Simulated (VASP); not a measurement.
Runs of VASP 6.6.1 on AlN. The structure is that of space group P6_3mc (No. 186), or close to it. The cells are those of the table. 

| task | level | cell | k mesh | cutoff (eV) | gap on the mesh (eV) | pressure (GPa) | largest force (eV/Å) |
| --- | --- | --- | --- | --- | --- | --- | --- |
| single point | PBE | a = 3.160, b = 3.160, c = 5.073 Å, angles 90.0, 90.0, 120.0°, 4 atoms | 9 × 9 × 6 | 520 | 3.80 | -5.6 | 0.01 |
| relaxation of shape and atoms at fixed volume | PBE | relaxed from a = 3.161, b = 3.161, c = 5.068 Å, angles 90.0, 90.0, 120.0°, 4 atoms | 12 × 12 × 6 | 600 | 3.80 | -5.8 | - |
| single point | PBE | a = 3.188, b = 3.188, c = 5.127 Å, angles 90.0, 90.0, 120.0°, 4 atoms | 12 × 12 × 6 | 520 | 3.56 | -10.3 | 0.01 |
| relaxation of shape and atoms at fixed volume | PBE | relaxed from a = 3.007, b = 3.007, c = 4.785 Å, angles 90.0, 90.0, 120.0°, 4 atoms | 9 × 9 × 6 | 600 | 5.07 | 31.2 | - |
| single point | r2SCAN | a = 3.130, b = 3.130, c = 5.018 Å, angles 90.0, 90.0, 120.0°, 4 atoms | 12 × 12 × 6 | 520 | 4.71 | (a) | 0.01 |
| relaxation of shape and atoms at fixed volume | PBE | relaxed from a = 3.099, b = 3.099, c = 4.967 Å, angles 90.0, 90.0, 120.0°, 4 atoms | 9 × 9 × 6 | 600 | 4.30 | 5.8 | - |
| relaxation of shape and atoms at fixed volume | PBE | relaxed from a = 3.068, b = 3.068, c = 4.911 Å, angles 90.0, 90.0, 120.0°, 4 atoms | 12 × 12 × 6 | 600 | (b) | 13.1 | - |
| single point | PBE | a = 3.011, b = 3.011, c = 4.771 Å, angles 90.0, 90.0, 120.0°, 4 atoms | 9 × 9 × 6 | 520 | 5.07 | 31.3 | 0.01 |
| single point | PBE | a = 3.100, b = 3.100, c = 4.963 Å, angles 90.0, 90.0, 120.0°, 4 atoms | 9 × 9 × 6 | 520 | 4.30 | 6.0 | 0.01 |
| single point | PBE | a = 3.188, b = 3.188, c = 5.127 Å, angles 90.0, 90.0, 120.0°, 4 atoms | 9 × 9 × 6 | 520 | 3.56 | -10.3 | 0.01 |
| single point | PBE | a = 3.130, b = 3.130, c = 5.018 Å, angles 90.0, 90.0, 120.0°, 4 atoms | 9 × 9 × 6 | 520 | 4.04 | -0.3 | - |
| single point | PBE | a = 3.160, b = 3.160, c = 5.073 Å, angles 90.0, 90.0, 120.0°, 4 atoms | 12 × 12 × 6 | 520 | 3.80 | -5.6 | 0.01 |

Alike in all rows: potentials or basis VASP PAW PBE potentials, release 64 (Al, N); no spin polarisation; smearing gaussian 0.02 eV.

Problem. Fill in the values left out.

Solution. (a) -5.0; (b) 4.56.

Caveats: the PAW data sets were made with another functional, which shifts forces and pressure a little (some runs).

A k mesh can miss the band edges.
